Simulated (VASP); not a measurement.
Here is a VASP 6.6.1 calculation.

File INCAR:

```
  PREC = Accurate
  ENCUT = 600
  EDIFF = 1E-6
  ISMEAR = -1
  SIGMA = 0.05
  LREAL = False
  LASPH = True
  NELM = 100
  ALGO = Normal
  ISIF = 3
  LWAVE = False
  LCHARG = False
  GGA = PS
  IBRION = 2
  NSW = 60
  EDIFFG = -0.01
  PSTRESS = 50.0
```

The input KPOINTS:

```
Automatic mesh
0
Gamma
  4 4 6
```

POSCAR

```
La2O3
1.0
    6.2667802772      0.0000000000      0.0000000000
   -3.1333901386      5.4271909200      0.0000000000
    0.0000000000      0.0000000000      3.2997660000
La O
2 3
Direct
    0.6666666667      0.3333333333      0.5000000000
    0.3333333333      0.6666666667      0.5000000000
    0.5080139900      0.0000000000      0.0000000000
    0.0000000000      0.5080139900      0.0000000000
    0.4919860100      0.4919860100      0.0000000000
```

Potentials or basis: VASP PAW PBE potentials, release 64 (La, O).

Run with:

```sh
$ cat potpaw_PBE.64/La/POTCAR potpaw_PBE.64/O/POTCAR > POTCAR
$ mpirun -np 1 vasp_std > vasp.out
```

**Question.** Estimate the space group after relaxing (to 0.1 Å).

**Answer.** P6/mmm (No. 191).

**Question.** Predict the relaxed cell.

**Answer.** a = 6.157 Å, b = 6.157 Å, c = 3.231 Å, α = 90.00°, β = 90.00°, γ = 120.00°.

**Question.** Estimate the relaxed volume.

**Answer.** 21.22 Å³/atom.

The path:
| step | energy change (eV) | largest force (eV/Å) | pressure (GPa) | volume (Å³) |
| --- | --- | --- | --- | --- |
| 1 | 0.0000 | 0.0617 | -1.28 | 112.23 |
| 2 | 0.5999 | 0.0173 | 16.59 | 98.51 |
| 3 | 0.0474 | 0.0339 | 4.68 | 106.58 |
| 4 | 0.0515 | 0.0332 | 4.83 | 106.45 |
| 5 | 0.0551 | 0.0326 | 4.97 | 106.33 |
| 6 | 0.0639 | 0.0294 | 5.13 | 105.99 |
| 7 | 0.0663 | 0.0287 | 5.16 | 105.91 |
| 8 | 0.0575 | 0.0294 | 4.82 | 106.19 |
| 9 | 0.0608 | 0.0291 | 4.94 | 106.08 |
| 10 | 0.0599 | 0.0281 | 4.94 | 106.10 |
| 11 | 0.0573 | 0.0247 | 4.91 | 106.18 |
| 12 | 0.0524 | 0.0187 | 4.85 | 106.32 |
| 13 | 0.0535 | 0.0177 | 4.88 | 106.28 |
| 14 | 0.0570 | 0.0148 | 5.01 | 106.16 |
| 15 | 0.0643 | 0.0089 | 5.25 | 105.92 |
| 16 | 0.0635 | 0.0076 | 5.20 | 105.94 |
| 17 | 0.0616 | 0.0038 | 5.08 | 106.00 |
| 18 | 0.0616 | 0.0033 | 5.08 | 105.99 |
| 19 | 0.0625 | 0.0063 | 5.15 | 105.97 |
| 20 | 0.0617 | 0.0045 | 5.09 | 105.99 |
| 21 | 0.0603 | 0.0046 | 5.05 | 106.03 |
| 22 | 0.0568 | 0.0047 | 4.95 | 106.15 |
| 23 | 0.0574 | 0.0048 | 4.95 | 106.13 |
| 24 | 0.0588 | 0.0046 | 5.01 | 106.08 |

Caveat: the cell is relaxed towards a set pressure, so the run minimises the enthalpy, not the energy; the PAW data sets were made with another functional, which shifts forces and pressure a little.
